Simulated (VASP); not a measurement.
# Pd (Im-3m) in VASP: a series of runs

Pd is run at these levels: PBEsol-based screened hybrid with 25 % exact exchange, r2SCAN0, HSE06; tasks: single point.

All numbers are computed with VASP 6.6.1; they aren't measurements. Logs are shortened: lines on timing, memory, paths and dates and some standing lists are left out, and cuts for length are marked.

**1. The cell of the first run**

The structure is cubic, space group Im-3m (No. 229). The conventional cell has a = 3.145 Å, b = 3.145 Å, c = 3.145 Å, α = 90.00°, β = 90.00°, γ = 90.00°. Pd (site symmetry m-3m) has 14 Pd at 2.72 to 3.14 Å within 3.6 Å.

This isn't the form of Pd at room conditions, which is fcc.

**2. Single point, PBEsol-based screened hybrid with 25 % exact exchange**

POSCAR reads:

```
Pd
1.0
   -1.5722810000      1.5722810000      1.5722810000
    1.5722810000     -1.5722810000      1.5722810000
    1.5722810000      1.5722810000     -1.5722810000
Pd
1
Direct
    0.0000000000      0.0000000000      0.0000000000
```

INCAR.step1 reads:

```
SYSTEM = Pd
PREC = Accurate
ENCUT = 520
EDIFF = 1E-5
ISMEAR = -1
SIGMA = 0.05
LREAL = .FALSE.
LASPH = .TRUE.
NELM = 100
ALGO = Normal
ISIF = 2
LWAVE = .TRUE.
LCHARG = .FALSE.
GGA = PE
NBANDS = 11
```

INCAR.step2 reads:

```
SYSTEM = Pd
PREC = Accurate
ENCUT = 520
EDIFF = 1E-6
ISMEAR = -1
SIGMA = 0.05
LREAL = .FALSE.
LASPH = .TRUE.
NELM = 100
ALGO = Normal
ISIF = 2
LWAVE = .FALSE.
LCHARG = .FALSE.
GGA = PS
LHFCALC = .TRUE.
AEXX = 0.25
HFSCREEN = 0.207
PRECFOCK = Normal
ISTART = 1
NBANDS = 11
```

KPOINTS reads:

```
Automatic mesh
0
G
  6 6 6
  0 0 0
```

Potentials or basis: VASP PAW PBE potentials, release 64 (Pd).

Launch:

```sh
> cat potpaw_PBE.64/Pd/POTCAR > POTCAR
> cp INCAR.step1 INCAR
> mpirun -np 1 vasp_std > vasp.out
> cp INCAR.step2 INCAR
> mpirun -np 1 vasp_std > vasp.out
```

OUTCAR:

```text
SYSTEM = Pd
   PREC = Accurate
   ENCUT = 520
   EDIFF = 1E-6
   ISMEAR = -1
   LREAL = .FALSE.
   LASPH = .TRUE.
   NELM = 100
   ISIF = 2
   GGA = PS
   LHFCALC = .TRUE.
   AEXX = 0.25
   HFSCREEN = 0.207
   PRECFOCK = Normal
   ISTART = 1

 ion  position               nearest neighbor table
   1  0.000  0.000  0.000-

  LATTYP: Found a body centered cubic cell.
 ALAT       =     3.1445620000

  Lattice vectors:

 A1 = (  -1.5722810000,   1.5722810000,   1.5722810000)
 A2 = (   1.5722810000,  -1.5722810000,   1.5722810000)
 A3 = (   1.5722810000,   1.5722810000,  -1.5722810000)

Analysis of symmetry for initial positions (statically):
=====================================================================
 Subroutine PRICEL returns:
 Original cell was already a primitive cell.

 Routine SETGRP: Setting up the symmetry group for a
 body centered cubic supercell.

 Subroutine GETGRP returns: Found 48 space group operations
 (whereof 48 operations were pure point group operations)
 out of a pool of 48 trial point group operations.

The static configuration has the point symmetry O_h .

Analysis of symmetry for dynamics (positions and initial velocities):
=====================================================================
 Subroutine PRICEL returns:
 Original cell was already a primitive cell.

 Routine SETGRP: Setting up the symmetry group for a
 body centered cubic supercell.

 Subroutine GETGRP returns: Found 48 space group operations
 (whereof 48 operations were pure point group operations)
 out of a pool of 48 trial point group operations.

The dynamic configuration has the point symmetry O_h .

 Subroutine INISYM returns: Found 48 space group operations
 (whereof 48 operations are pure point group operations),
 and found     1 'primitive' translations

----------------------------------------------------------------------------------------

                                     Primitive cell

  volume of cell :      15.5471

  direct lattice vectors                    reciprocal lattice vectors
    -1.572281000  1.572281000  1.572281000     0.000000000  0.318009313  0.318009313
     1.572281000 -1.572281000  1.572281000     0.318009313  0.000000000  0.318009313
     1.572281000  1.572281000 -1.572281000     0.318009313  0.318009313  0.000000000

  length of vectors
     2.723270576  2.723270576  2.723270576     0.449733083  0.449733083  0.449733083

  position of ions in fractional coordinates (direct lattice)
     0.000000000  0.000000000  0.000000000

  ion indices of the primitive-cell ions
   primitive index   ion index
                 1           1

----------------------------------------------------------------------------------------

 KPOINTS: Automatic mesh

Automatic generation of k-mesh.
 Grid dimensions read from file:
 generate k-points for:    6    6    6

 Generating k-lattice:

  Cartesian coordinates                     Fractional coordinates (reciprocal lattice)
     0.000000000  0.053001552  0.053001552     0.166666667  0.000000000  0.000000000
     0.053001552  0.000000000  0.053001552     0.000000000  0.166666667  0.000000000
     0.053001552  0.053001552  0.000000000     0.000000000  0.000000000  0.166666667

  Length of vectors
     0.074955514  0.074955514  0.074955514

  Shift w.r.t. Gamma in fractional coordinates (k-lattice)
     0.000000000  0.000000000  0.000000000

 Subroutine IBZKPT returns following result:
 ===========================================

 Found     16 irreducible k-points:

 Following reciprocal coordinates:
            Coordinates               Weight
  0.000000  0.000000  0.000000      1.000000
  0.166667  0.000000  0.000000     12.000000
  0.333333  0.000000  0.000000     12.000000
  0.500000  0.000000  0.000000      6.000000
  0.166667  0.166667  0.000000     24.000000
  0.333333  0.166667 -0.000000     48.000000
[... 8 lines left out ...]
  0.500000  0.500000  0.333333     12.000000
  0.500000  0.500000  0.500000      1.000000
   k-points           NKPTS =     16   k-points in BZ     NKDIM =    216   number of bands    NBANDS=     11
   number of dos      NEDOS =    301   number of ions     NIONS =      1
   total plane-waves  NPLWV =   8000
   dimension x,y,z NGX =    20 NGY =   20 NGZ =   20
   dimension x,y,z NGXF=    40 NGYF=   40 NGZF=   40
   ions per type =               1
   NGX,Y,Z   is equivalent  to a cutoff of  12.21, 12.21, 12.21 a.u.
   NGXF,Y,Z  is equivalent  to a cutoff of  24.42, 24.42, 24.42 a.u.
 SYSTEM =  Pd
   PREC   = accura    normal or accurate (medium, high low for compatibility)
   ISTART =      1    job   : 0-new  1-cont  2-samecut
   ICHARG =      0    charge: 1-file 2-atom 10-const
   ISPIN  =      1    spin polarized calculation?
   LNONCOLLINEAR =      F non collinear calculations
   LSORBIT =      F    spin-orbit coupling
   LASPH  =      T    aspherical Exc in radial PAW
   ENCUT  =  520.0 eV  38.22 Ry    6.18 a.u.   5.06  5.06  5.06*2*pi/ulx,y,z
   NELM   =    100;   NELMIN=  2; NELMDL=  0     # of ELM steps
   EDIFF  = 0.1E-05   stopping-criterion for ELM
   LREAL  =      F    real-space projection
   EDIFFG = 0.1E-04   stopping-criterion for IOM
   NSW    =      0    number of steps for IOM
   IBRION =     -1    ionic relax: 0-MD 1-quasi-New 2-CG
   NFREE  =      0    steps in history (QN), initial steepest desc. (CG)
   ISIF   =      2    stress and relaxation
   ISYM   =      3    0-nonsym 1-usesym 2-fastsym
   POTIM  = 0.5000    time-step for ionic-motion
   TEBEG  =    0.0;   TEEND  =   0.0 temperature during run
   PSTRESS=    0.0 pullay stress
   NELECT =      10.0000    total number of electrons
   NUPDOWN=      -1.0000    fix difference up-down
   EMIN   =  10.00;   EMAX   =-10.00  energy-range for DOS
   EFERMI =   0.00;   METHOD = LEGACY
   ISMEAR =    -1;   SIGMA  =   0.05  broadening in eV -4-tet -1-fermi 0-gaus
   EFERMI_NEDOS =   21; number of points for ismear=-14 and -15
   IALGO  =     38    algorithm
   IMIX   =      1    mixing-type and parameters
     AMIX     =   0.40;   BMIX     =  1.00
     AMIX_MAG =   1.60;   BMIX_MAG =  1.00
  volume/ion in A,a.u.               =      15.55       104.92
  Fermi-wavevector in a.u.,A,eV,Ry     =   1.413160  2.670485 27.171123  1.997021
  Thomas-Fermi vector in A             =   2.534834
   LORBIT       =      0    0 simple, 1 ext, 2 COOP (PROOUT), +10 PAW based schemes
   GGA     = PS    functional components
   LHFCALC =     T    Hartree Fock is set to
   PRECFOCK=normal    Normal, Fast or Accurate (Low or Medium for compatibility)
   ENCUT4O =  -1.0   cutoff for four orbital integrals eV
   NKREDX  =     1    reduce k-point grid by
   NKREDY  =     1    reduce k-point grid by
   NKREDZ  =     1    reduce k-point grid by
   AEXX    =    0.2500 exact exchange contribution
   HFSCREEN=    0.2070 screening length (either q_TF or 0.3 A-1)
   HFSCREENC=   0.2070 screening length for correlation (either q_TF or 0.3 A-1)
   ENCUTFOCK=  -1.0 apply spherical cutoff to Coloumb kernel
   IVDW    =     0    specifies the selected vdW correction
   LEPSILON=     F    determine dielectric tensor
   LRPA    =     F    only Hartree local field effects (RPA)
 non-spin polarized calculation
  energy-cutoff  :      520.00
  volume of cell :       15.55
 maximum number of plane-waves:       430
  NGX = 16; NGY = 16; NGZ = 16

 number of electron      10.0000005 magnetization

 Free energy of the ion-electron system (eV)
  ---------------------------------------------------
  ext. energy  EPLUGINS =         0.00000000
  ---------------------------------------------------
  free energy    TOTEN  =        -6.46934580 eV

  energy without entropy =       -6.46015467  energy(sigma->0) =       -6.46475024

 E-fermi :   7.8537     XC(G=0): -10.5944

 val. band max:        7.7456454255   @ k =   0.1667   0.1667   0.0000
 cond. band min:       7.9268274627   @ k =  -0.3333   0.5000   0.1667
 fundamental gap:      0.1811820372
 Fermi energy:         7.8536898215

 k-point     1 :       0.0000    0.0000    0.0000
  band No.  band energies     occupation
      1       0.9965      2.00000
      2       4.8315      2.00000
      3       4.8315      2.00000
      4       4.8315      2.00000
      5       6.6148      2.00000
      6       6.6148      2.00000
      7      28.9335      0.00000
      8      28.9335      0.00000
      9      28.9335      0.00000
     10      37.1329      0.00000
     11      37.1329      0.00000

 k-point     2 :       0.1667    0.0000    0.0000
  band No.  band energies     occupation
      1       2.0479      2.00000
      2       4.5078      2.00000
      3       4.8986      2.00000
      4       5.6242      2.00000
      5       6.3618      2.00000
      6       6.6715      2.00000
      7      27.4544      0.00000
      8      28.5147      0.00000
      9      30.0915      0.00000
     10      34.1634      0.00000
     11      34.4040      0.00000

 k-point     3 :       0.3333    0.0000    0.0000
  band No.  band energies     occupation
      1       2.8120      2.00000
      2       3.9111      2.00000
      3       6.4210      2.00000
      4       6.8318      2.00000
      5       7.0096      2.00000
      6       7.5382      1.99637
      7      21.4669      0.00000
      8      25.8672      0.00000
      9      29.5417      0.00000
     10      32.4499      0.00000
     11      34.3165      0.00000
[... 155 lines left out ...]
 k-point    15 :       0.5000    0.5000    0.3333
  band No.  band energies     occupation
      1       2.8890      2.00000
      2       3.0831      2.00000
      3       6.7695      2.00000
      4       7.1990      2.00000
      5       8.5046      0.00000
      6      16.6162      0.00000
      7      17.5529      0.00000
      8      20.5873      0.00000
      9      26.4301      0.00000
     10      28.4865      0.00000
     11      30.9226      0.00000

 k-point    16 :       0.5000    0.5000    0.5000
  band No.  band energies     occupation
      1       2.4207      2.00000
      2       2.4207      2.00000
      3       8.3991      0.00004
      4       8.3991      0.00004
      5       8.3991      0.00004
      6      18.4278      0.00000
      7      18.4278      0.00000
      8      18.4278      0.00000
      9      26.7982      0.00000
     10      26.7982      0.00000
     11      26.9410      0.00000

------------------------ aborting loop because EDIFF is reached ----------------------------------------

  FORCE on cell =-STRESS in cart. coord.  units (eV):
  Direction    XX          YY          ZZ          XY          YZ          ZX
  --------------------------------------------------------------------------------------
  -------------------------------------------------------------------------------------
  Total       -1.1824813     -1.1824813     -1.1824813      0.0000000     -0.0000000      0.0000000
  in kB     -121.8580949   -121.8580949   -121.8580949      0.0000000     -0.0000000      0.0000000
  external PRESSURE =    -121.8580949 kB  Pullay stress =       0.0000000 kB

 VOLUME and BASIS-vectors are now :
 -----------------------------------------------------------------------------
  energy-cutoff  :      520.00
  volume of cell :       15.55
      direct lattice vectors                 reciprocal lattice vectors
    -1.572281000  1.572281000  1.572281000     0.000000000  0.318009313  0.318009313
     1.572281000 -1.572281000  1.572281000     0.318009313  0.000000000  0.318009313
     1.572281000  1.572281000 -1.572281000     0.318009313  0.318009313  0.000000000

 POSITION                                       TOTAL-FORCE (eV/Angst)
 -----------------------------------------------------------------------------------
      0.00000      0.00000      0.00000        -0.000000     -0.000000     -0.000000
 -----------------------------------------------------------------------------------
    total drift:                               -0.000000     -0.000000      0.000000

  FREE ENERGIE OF THE ION-ELECTRON SYSTEM (eV)
  ---------------------------------------------------
  free  energy   TOTEN  =        -6.4693458043 eV

  energy  without entropy=       -6.4601546717  energy(sigma->0) =       -6.46475024
```

Run time: 3.6 min. Hardware: 1 thread of Intel Xeon Platinum 8488C (Sapphire Rapids), shared host; peak memory 0.23 GiB.

Results:

| Quantity | Value |
| --- | --- |
| Free energy | -6.4693 eV |
| Pressure | -12.2 GPa |
| Band gap on the k mesh | zero (bands 5 and 6 overlap by 2.15 eV) |

Caveat: the k points lie up to 0.47 Å⁻¹ apart, too coarse for converged energies and pressures of a metal; the PAW data sets were made with another functional, which shifts forces and pressure a little.

**3. Single point, r2SCAN0**

POSCAR is that of step 2.

INCAR.step1 reads:

```
PREC     = Accurate       # precision mode
ENCUT    = 520            # plane-wave cutoff, eV
EDIFF    = 1E-5           # SCF threshold, eV
ISMEAR   = -1             # smearing method
SIGMA    = 0.05           # smearing width, eV
LREAL    = False          # projectors in reciprocal space
LASPH    = True           # aspherical terms in the spheres
NELM     = 60             # most SCF steps
ALGO     = Normal         # electronic algorithm
ISIF     = 2              # what is computed and relaxed
LWAVE    = True           # write WAVECAR
LCHARG   = False          # write CHGCAR
GGA      = PE             # functional
NBANDS   = 11             # bands
```

INCAR.step2 reads:

```
PREC     = Accurate       # precision mode
ENCUT    = 520            # plane-wave cutoff, eV
EDIFF    = 1E-7           # SCF threshold, eV
ISMEAR   = -1             # smearing method
SIGMA    = 0.05           # smearing width, eV
LREAL    = False          # projectors in reciprocal space
LASPH    = True           # aspherical terms in the spheres
NELM     = 60             # most SCF steps
ALGO     = Normal         # electronic algorithm
ISIF     = 2              # what is computed and relaxed
LWAVE    = False          # write WAVECAR
LCHARG   = False          # write CHGCAR
METAGGA  = R2SCAN         # meta-GGA
LHFCALC  = True           # exact exchange
AEXX     = 0.25           # exact-exchange fraction
LMIXTAU  = True         
PRECFOCK = Normal       
ISTART   = 1            
NBANDS   = 11             # bands
```

KPOINTS reads:

```
Automatic mesh
0
Gamma
  6 6 6
```

Potentials or basis: VASP PAW PBE potentials, release 64 (Pd).

Launch:

```sh
> cat potpaw_PBE.64/Pd/POTCAR > POTCAR
> cp INCAR.step1 INCAR
> mpirun -np 1 vasp_std > vasp.out
> cp INCAR.step2 INCAR
> mpirun -np 1 vasp_std > vasp.out
```

It took 4.8 min on 1 thread of Intel Xeon Platinum 8488C (Sapphire Rapids), shared host; peak memory 0.14 GiB.

Results (log left out):

| Item | Value |
| --- | --- |
| Free energy | -19.9251 eV |
| Pressure | -8.6 GPa |
| Band gap on the k mesh | zero (bands 5 and 6 overlap by 2.92 eV) |

Levels at points of the mesh, in eV from the Fermi level:
```
           k point  band 1  band 2  band 3  band 4  band 5  band 6  band 7  band 8  band 9  band 10
(0.00, 0.00, 0.00)   -7.37   -3.67   -3.67   -3.67   -1.90   -1.90   22.00   22.00   22.00    29.42
(0.50, 0.00, 0.00)   -5.99   -4.88   -1.85   -1.57    1.01    2.82    9.66   17.53   20.17    26.71
(0.50, 0.50, 0.50)   -6.13   -6.13    0.66    0.66    0.66   11.26   11.26   11.26   19.72    19.72
```

Caveat: the k points lie up to 0.47 Å⁻¹ apart, too coarse for converged energies and pressures of a metal; the PAW data sets were made with another functional, which shifts forces and pressure a little.

**4. Single point, HSE06**

This run uses another cell than the first one, of 14.93 Å³/atom.

POSCAR reads:

```
Pd
1.0
   -1.5510313546      1.5510313546      1.5510313546
    1.5510313546     -1.5510313546      1.5510313546
    1.5510313546      1.5510313546     -1.5510313546
Pd
1
Direct
    0.0000000000      0.0000000000      0.0000000000
```

INCAR.step1 reads:

```
SYSTEM = Pd
PREC = Accurate
ENCUT = 520
EDIFF = 1E-5
ISMEAR = -1
SIGMA = 0.05
LREAL = .False.
LASPH = .True.
NELM = 60
ALGO = Normal
ISIF = 2
LWAVE = .True.
NBANDS = 11
GGA = PE
```

INCAR.step2 reads:

```
SYSTEM = Pd
PREC = Accurate
ENCUT = 520
EDIFF = 1E-7
ISMEAR = -1
SIGMA = 0.05
LREAL = .False.
LASPH = .True.
NELM = 60
ALGO = Normal
ISIF = 2
LWAVE = .False.
LCHARG = .True.
GGA = PE
LHFCALC = .True.
HFSCREEN = 0.2079
PRECFOCK = Normal
LELF = .True.
LVHAR = .True.
NBANDS = 11
ISTART = 1
```

KPOINTS reads:

```
Automatic mesh
0
Gamma
  8 8 8
  0 0 0
```

Launch:

```sh
> cat potpaw_PBE.64/Pd/POTCAR > POTCAR
> cp INCAR.step1 INCAR
> mpirun -np 1 vasp_std > vasp.out
> cp INCAR.step2 INCAR
> mpirun -np 1 vasp_std > vasp.out
```

Run time: 76 min. Hardware: 1 thread of AMD EPYC 7R43 (Zen 3), shared host; peak memory 0.21 GiB.

The run converged. Its results:

| Quantity | Value |
| --- | --- |
| Free energy | -5.9560 eV |
| Pressure | 1.7 GPa |
| Band gap on the k mesh | zero (bands 5 and 6 overlap by 2.28 eV) |

Levels at points of the mesh, in eV from the Fermi level:
| k point | band 1 | band 2 | band 3 | band 4 | band 5 | band 6 | band 7 | band 8 | band 9 | band 10 |
| --- | --- | --- | --- | --- | --- | --- | --- | --- | --- | --- |
| (0.00, 0.00, 0.00) | -7.33 | -3.36 | -3.36 | -3.36 | -1.51 | -1.51 | 20.98 | 20.98 | 20.98 | 29.63 |
| (0.50, 0.00, 0.00) | -5.86 | -4.68 | -1.48 | -1.17 | 0.77 | 2.11 | 9.33 | 16.63 | 19.58 | 26.20 |
| (0.50, 0.50, 0.50) | -5.99 | -5.99 | 0.29 | 0.29 | 0.29 | 10.57 | 10.57 | 10.57 | 19.24 | 19.24 |

Caveat: the PAW data sets were made with another functional, which shifts forces and pressure a little.

**5. Overview**

```tsv
level	cell	k mesh	screening parameter	gap on the mesh (eV)	pressure (GPa)
PBEsol-based screened hybrid with 25 % exact exchange	a = 2.723 Å, angles 109.5°, 1 atom	6 × 6 × 6	0.207 1/Å	none	-12.2
r2SCAN0	a = 2.723 Å, angles 109.5°, 1 atom	6 × 6 × 6	-	none	-8.6
HSE06	a = 2.686 Å, angles 109.5°, 1 atom	8 × 8 × 8	0.2079 1/Å	none	1.7
```

Alike in all rows: task single point; potentials or basis VASP PAW PBE potentials, release 64 (Pd); no spin polarisation; cutoff (eV) 520; smearing fermi-dirac 0.05 eV.

Caveats: some runs use coarse meshes; the PAW data sets were made with another functional, which shifts forces and pressure a little.

Absolute energies hang on the potentials; compare differences alone.
